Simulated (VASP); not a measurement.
# Ge (R-3m) in VASP: single point with PBE

Aim: the single point of Ge with PBE.

Program: VASP 6.6.1. These are calculated values, not measurements. Logs are shortened: lines on timing, memory, paths and dates and some standing lists are left out, and cuts for length are marked.

## (1) The cell of the first run

The typed cell holds 1 atom: a = 3.022 Å, b = 3.022 Å, c = 3.022 Å, α = 60.10°, β = 60.10°, γ = 60.10°.

The cell was built from a structure type or drawn by symmetry, and may not be a known phase.

## (2) Single point, PBE

INCAR

```
SYSTEM = Ge
PREC = Accurate ; ENCUT = 520
EDIFF = 1E-6 ; ISMEAR = 0
SIGMA = 0.1 ; LREAL = .FALSE.
LASPH = .TRUE. ; NELM = 60
ALGO = Normal ; ISIF = 2
LWAVE = .FALSE. ; LCHARG = .FALSE.
GGA = PE ; NBANDS = 13
```

KPOINTS

```
Automatic mesh
0
G
  24 24 24
  0 0 0
```

POSCAR

```
Ge
1.0
    1.5133342408      0.8737239313      2.4656314752
   -1.5133342408      0.8737239313      2.4656314752
    0.0000000000     -1.7474478626      2.4656314752
Ge
1
Direct
    0.5000000000      0.5000000000      0.5000000000
```

Potentials or basis: VASP PAW PBE potentials, release 64 (Ge_d).

Command:

```sh
$ cat potpaw_PBE.64/Ge_d/POTCAR > POTCAR
$ mpirun -np 1 vasp_std > vasp.out
```

OUTCAR:

```text
SYSTEM = Ge
   PREC = Accurate
   ENCUT = 520
   EDIFF = 1E-6
   ISMEAR = 0
   LREAL = .FALSE.
   LASPH = .TRUE.
   NELM = 60
   ISIF = 2
   GGA = PE

 ion  position               nearest neighbor table
   1  0.500  0.500  0.500-

  LATTYP: Found a trigonal (rhomboedric) cell.
 ALAT       =     3.0220709131
 COS(alpha) =     0.4984775123

  Lattice vectors:

 A1 = (   1.5133342408,   0.8737239313,   2.4656314752)
 A2 = (  -1.5133342408,   0.8737239313,   2.4656314752)
 A3 = (   0.0000000000,  -1.7474478626,   2.4656314752)

Analysis of symmetry for initial positions (statically):
=====================================================================
 Subroutine PRICEL returns:
 Original cell was already a primitive cell.

 Routine SETGRP: Setting up the symmetry group for a
 trigonal (rhombohedral) supercell.

 Subroutine GETGRP returns: Found 12 space group operations
 (whereof 12 operations were pure point group operations)
 out of a pool of 12 trial point group operations.

The static configuration has the point symmetry D_3d.

Analysis of symmetry for dynamics (positions and initial velocities):
=====================================================================
 Subroutine PRICEL returns:
 Original cell was already a primitive cell.

 Routine SETGRP: Setting up the symmetry group for a
 trigonal (rhombohedral) supercell.

 Subroutine GETGRP returns: Found 12 space group operations
 (whereof 12 operations were pure point group operations)
 out of a pool of 12 trial point group operations.

The dynamic configuration has the point symmetry D_3d.

 Subroutine INISYM returns: Found 12 space group operations
 (whereof 12 operations are pure point group operations),
 and found     1 'primitive' translations

----------------------------------------------------------------------------------------

                                     Primitive cell

  volume of cell :      19.5609

  direct lattice vectors                    reciprocal lattice vectors
     1.513334241  0.873723931  2.465631475     0.330396278  0.190754380  0.135191871
    -1.513334241  0.873723931  2.465631475    -0.330396278  0.190754380  0.135191871
     0.000000000 -1.747447863  2.465631475     0.000000000 -0.381508760  0.135191871

  length of vectors
     3.022070913  3.022070913  3.022070913     0.404753969  0.404753969  0.404753969

  position of ions in fractional coordinates (direct lattice)
     0.500000000  0.500000000  0.500000000

  ion indices of the primitive-cell ions
   primitive index   ion index
                 1           1

----------------------------------------------------------------------------------------

 KPOINTS: Automatic mesh

Automatic generation of k-mesh.
 Grid dimensions read from file:
 generate k-points for:   24   24   24

 Generating k-lattice:

  Cartesian coordinates                     Fractional coordinates (reciprocal lattice)
     0.013766512  0.007948099  0.005632995     0.041666667  0.000000000  0.000000000
    -0.013766512  0.007948099  0.005632995     0.000000000  0.041666667  0.000000000
     0.000000000 -0.015896198  0.005632995     0.000000000  0.000000000  0.041666667

  Length of vectors
     0.016864749  0.016864749  0.016864749

  Shift w.r.t. Gamma in fractional coordinates (k-lattice)
     0.000000000  0.000000000  0.000000000

 Subroutine IBZKPT returns following result:
 ===========================================

 Found   1313 irreducible k-points:

 Following reciprocal coordinates:
            Coordinates               Weight
  0.000000  0.000000  0.000000      1.000000
  0.041667  0.000000  0.000000      6.000000
  0.083333  0.000000  0.000000      6.000000
  0.125000  0.000000  0.000000      6.000000
  0.166667 -0.000000  0.000000      6.000000
  0.208333  0.000000  0.000000      6.000000
[... 16 lines left out ...]
  0.416667  0.041667  0.000000     12.000000
  0.458333  0.041667  0.000000     12.000000
 [... further k-points ...]
   k-points           NKPTS =   1313   k-points in BZ     NKDIM =   1313   number of bands    NBANDS=     13
   number of dos      NEDOS =    301   number of ions     NIONS =      1
   total plane-waves  NPLWV =  13824
   dimension x,y,z NGX =    24 NGY =   24 NGZ =   24
   dimension x,y,z NGXF=    48 NGYF=   48 NGZF=   48
   ions per type =               1
   NGX,Y,Z   is equivalent  to a cutoff of  13.20, 13.20, 13.20 a.u.
   NGXF,Y,Z  is equivalent  to a cutoff of  26.41, 26.41, 26.41 a.u.
 SYSTEM =  Ge
   PREC   = accura    normal or accurate (medium, high low for compatibility)
   ISTART =      0    job   : 0-new  1-cont  2-samecut
   ICHARG =      2    charge: 1-file 2-atom 10-const
   ISPIN  =      1    spin polarized calculation?
   LNONCOLLINEAR =      F non collinear calculations
   LSORBIT =      F    spin-orbit coupling
   LASPH  =      T    aspherical Exc in radial PAW
   ENCUT  =  520.0 eV  38.22 Ry    6.18 a.u.   5.62  5.62  5.62*2*pi/ulx,y,z
   NELM   =     60;   NELMIN=  2; NELMDL= -5     # of ELM steps
   EDIFF  = 0.1E-05   stopping-criterion for ELM
   LREAL  =      F    real-space projection
   EDIFFG = 0.1E-04   stopping-criterion for IOM
   NSW    =      0    number of steps for IOM
   IBRION =     -1    ionic relax: 0-MD 1-quasi-New 2-CG
   NFREE  =      0    steps in history (QN), initial steepest desc. (CG)
   ISIF   =      2    stress and relaxation
   ISYM   =      2    0-nonsym 1-usesym 2-fastsym
   POTIM  = 0.5000    time-step for ionic-motion
   TEBEG  =    0.0;   TEEND  =   0.0 temperature during run
   PSTRESS=    0.0 pullay stress
   NELECT =      14.0000    total number of electrons
   NUPDOWN=      -1.0000    fix difference up-down
   EMIN   =  10.00;   EMAX   =-10.00  energy-range for DOS
   EFERMI =   0.00;   METHOD = LEGACY
   ISMEAR =     0;   SIGMA  =   0.10  broadening in eV -4-tet -1-fermi 0-gaus
   EFERMI_NEDOS =   21; number of points for ismear=-14 and -15
   IALGO  =     38    algorithm
   IMIX   =      4    mixing-type and parameters
     AMIX     =   0.40;   BMIX     =  1.00
     AMIX_MAG =   1.60;   BMIX_MAG =  1.00
  volume/ion in A,a.u.               =      19.56       132.00
  Fermi-wavevector in a.u.,A,eV,Ry     =   1.464383  2.767283 29.176572  2.144418
  Thomas-Fermi vector in A             =   2.580366
   LORBIT       =      0    0 simple, 1 ext, 2 COOP (PROOUT), +10 PAW based schemes
   GGA     = PE    functional components
   LHFCALC =     F    Hartree Fock is set to
   AEXX    =    0.0000 exact exchange contribution
   IVDW    =     0    specifies the selected vdW correction
   LEPSILON=     F    determine dielectric tensor
   LRPA    =     F    only Hartree local field effects (RPA)
 non-spin polarized calculation
 Gauss-broadening in eV      SIGMA  =   0.10
  energy-cutoff  :      520.00
  volume of cell :       19.56
 maximum number of plane-waves:       544
   NGX = 11   NGY = 11   NGZ = 11

 number of electron      14.0000013 magnetization

 Free energy of the ion-electron system (eV)
  ---------------------------------------------------
  ext. energy  EPLUGINS =         0.00000000
  ---------------------------------------------------
  free energy    TOTEN  =        -4.18881184 eV

  energy without entropy =       -4.18606693  energy(sigma->0) =       -4.18743938

 E-fermi :   6.4700     XC(G=0): -11.1171

 val. band max:        6.4675469361   @ k =  -0.1667  -0.3333   0.0833
 cond. band min:       6.4705604677   @ k =  -0.2500   0.4583   0.2500
 fundamental gap:      0.0030135316
 Fermi energy:         6.4699672529

 k-point     1 :       0.0000    0.0000    0.0000
  band No.  band energies     occupation
      1     -18.3003      2.00000
      2     -18.3003      2.00000
      3     -18.2994      2.00000
      4     -18.2561      2.00000
      5     -18.2561      2.00000
      6      -6.4597      2.00000
      7      15.0471      0.00000
      8      15.0471      0.00000
      9      15.1017      0.00000
     10      20.2333      0.00000
     11      20.2333      0.00000
     12      20.3033      0.00000
     13      21.3514      0.00000

 k-point     2 :       0.0417    0.0000    0.0000
  band No.  band energies     occupation
      1     -18.3002      2.00000
      2     -18.2995      2.00000
      3     -18.2986      2.00000
      4     -18.2561      2.00000
      5     -18.2561      2.00000
      6      -6.4176      2.00000
      7      14.6010      0.00000
      8      14.9816      0.00000
      9      15.0298      0.00000
     10      19.8243      0.00000
     11      20.3506      0.00000
     12      20.4135      0.00000
     13      22.1441      0.00000

 k-point     3 :       0.0833    0.0000    0.0000
  band No.  band energies     occupation
      1     -18.3000      2.00000
      2     -18.2972      2.00000
      3     -18.2963      2.00000
      4     -18.2562      2.00000
      5     -18.2561      2.00000
      6      -6.2915      2.00000
      7      13.4864      0.00000
      8      14.8045      0.00000
      9      14.8501      0.00000
     10      19.3635      0.00000
     11      20.6693      0.00000
     12      20.7329      0.00000
     13      23.1609      0.00000
[... 305 lines left out ...]
 k-point    23 :       0.4167    0.0417    0.0000
  band No.  band energies     occupation
      1     -18.3009      2.00000
      2     -18.2948      2.00000
      3     -18.2924      2.00000
      4     -18.2228      2.00000
      5     -18.2169      2.00000
      6      -2.6088      2.00000
      7       2.8137      2.00000
      8      12.8630      0.00000
      9      13.0364      0.00000
     10      18.1350      0.00000
     11      18.9127      0.00000
     12      19.7094      0.00000
     13      21.3438      0.00000

 k-point    24 :       0.4583    0.0417    0.0000
  band No.  band energies     occupation
      1     -18.3010      2.00000
      2     -18.2960      2.00000
      3     -18.2938      2.00000
      4     -18.2179      2.00000
      5     -18.2138      2.00000
      6      -1.9092      2.00000
      7       1.8115      2.00000
      8      12.8607      0.00000
      9      12.8829      0.00000
     10      18.1354      0.00000
     11      18.7820      0.00000
     12      19.4105      0.00000
     13      21.1052      0.00000

 [... further k-points ...]

------------------------ aborting loop because EDIFF is reached ----------------------------------------

  FORCE on cell =-STRESS in cart. coord.  units (eV):
  Direction    XX          YY          ZZ          XY          YZ          ZX
  --------------------------------------------------------------------------------------
  -------------------------------------------------------------------------------------
  Total       -0.0101758     -0.0101758     -0.0077455      0.0000000     -0.0000000      0.0000000
  in kB       -0.8334724     -0.8334724     -0.6344162      0.0000000     -0.0000000      0.0000000
  external PRESSURE =      -0.7671203 kB  Pullay stress =       0.0000000 kB

 VOLUME and BASIS-vectors are now :
 -----------------------------------------------------------------------------
  energy-cutoff  :      520.00
  volume of cell :       19.56
      direct lattice vectors                 reciprocal lattice vectors
     1.513334241  0.873723931  2.465631475     0.330396278  0.190754380  0.135191871
    -1.513334241  0.873723931  2.465631475    -0.330396278  0.190754380  0.135191871
     0.000000000 -1.747447863  2.465631475     0.000000000 -0.381508760  0.135191871

 POSITION                                       TOTAL-FORCE (eV/Angst)
 -----------------------------------------------------------------------------------
      0.00000      0.00000      3.69845        -0.000000     -0.000000      0.000000
 -----------------------------------------------------------------------------------
    total drift:                               -0.000000      0.000000      0.000000

  FREE ENERGIE OF THE ION-ELECTRON SYSTEM (eV)
  ---------------------------------------------------
  free  energy   TOTEN  =        -4.1888118414 eV

  energy  without entropy=       -4.1860669262  energy(sigma->0) =       -4.18743938
```

Wall time 67 s (1 thread of Intel Xeon 6975P-C (Granite Rapids), shared host); peak memory 0.4 GiB.

Results:

| Quantity | Value |
| --- | --- |
| Free energy | -4.1888 eV |
| Pressure | -0.1 GPa |
| Band gap on the k mesh | zero (bands 7 and 8 overlap by 10.87 eV) |
